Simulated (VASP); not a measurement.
# LiOs: relaxation of cell and atoms with r2SCAN

Crystal: LiOs.

```
Li Os
1.0
     0.00000    2.34607    2.34607
     2.34607    0.00000    2.34607
     2.34607    2.34607    0.00000
Li Os
1 1
Direct
  0.00000 0.00000 0.00000
  0.50000 0.50000 0.50000
```

```json
{"Program": "VASP 6.6.1", "Task": "relaxation of cell and atoms", "Functional": "r2SCAN", "Potentials or basis": "VASP PAW PBE potentials, release 64 (Li_sv, Os_sv_GW)", "Cutoff": "830 eV", "k mesh": "6 × 6 × 6", "Occupations": "gaussian, width 0.1 eV", "Spin": "no spin polarisation", "Dipole correction": "no", "Further INCAR settings": "ALGO = Normal; EDIFF = 1e-07; IBRION = 2; EDIFFG = -0.04; NSW = 90; ISIF = 3"}
```

| Item | Value |
| --- | --- |
| Relaxed volume | 11.99 Å³/atom |
| Relaxed cell | a = 3.237 Å, b = 3.237 Å, c = 3.237 Å, α = 60.00°, β = 60.00°, γ = 60.00° |
| Space group after relaxing (to 0.1 Å) | Fm-3m (No. 225) |
| Energy gained by relaxing | 28.6 meV/atom |
| Ionic steps | 3 |
| Pressure after relaxing | 0.0 GPa |
| Band gap on the k mesh | zero (an odd number of electrons rules out a gap without spin polarisation) |

The path:
```tsv
step	energy change (eV)	largest force (eV/Å)	pressure (GPa)	volume (Å³)
1	0.0000	0.0000	-9.68	25.83
2	-0.0405	0.0000	5.74	23.02
3	-0.0571	0.0000	0.02	23.98
```

Final structure:
```cif
data_structure
_symmetry_space_group_name_H-M 'P 1'
_symmetry_Int_Tables_number 1
_cell_length_a 3.2368
_cell_length_b 3.2368
_cell_length_c 3.2368
_cell_angle_alpha 60.000
_cell_angle_beta 60.000
_cell_angle_gamma 60.000
_cell_volume 23.98
loop_
_atom_site_label
_atom_site_type_symbol
_atom_site_fract_x
_atom_site_fract_y
_atom_site_fract_z
_atom_site_occupancy
Li1 Li 0.00000 0.00000 0.00000 1
Os1 Os 0.50000 0.50000 0.50000 1
```

Levels at points of the mesh, in eV from the Fermi level:
| k point | band 6 | band 7 | band 8 | band 9 | band 10 | band 11 | band 12 | band 13 |
| --- | --- | --- | --- | --- | --- | --- | --- | --- |
| (0.00, 0.00, 0.00) | -7.47 | -1.91 | -1.91 | -1.91 | -0.89 | -0.89 | 11.21 | 11.21 |
| (0.50, 0.00, 0.00) | -5.83 | -2.68 | -2.68 | 0.42 | 0.66 | 0.66 | 3.18 | 13.48 |
| (0.50, 0.50, 0.00) | -4.03 | -3.63 | -0.72 | 0.26 | 1.23 | 1.23 | 4.89 | 5.89 |

It took 3.5 min on 1 thread of Intel(R) Xeon(R) Platinum 8259CL CPU @ 2.50GHz (Skylake/Cascade Lake), with other jobs on the host, peak memory 0.21 GiB.

Caveat: the k points lie up to 0.40 Å⁻¹ apart in the final cell, too coarse for converged energies and pressures of a metal; the PAW data sets were made with another functional, which shifts forces and pressure a little; spin-orbit coupling is left out, which moves the levels of the heavy elements.
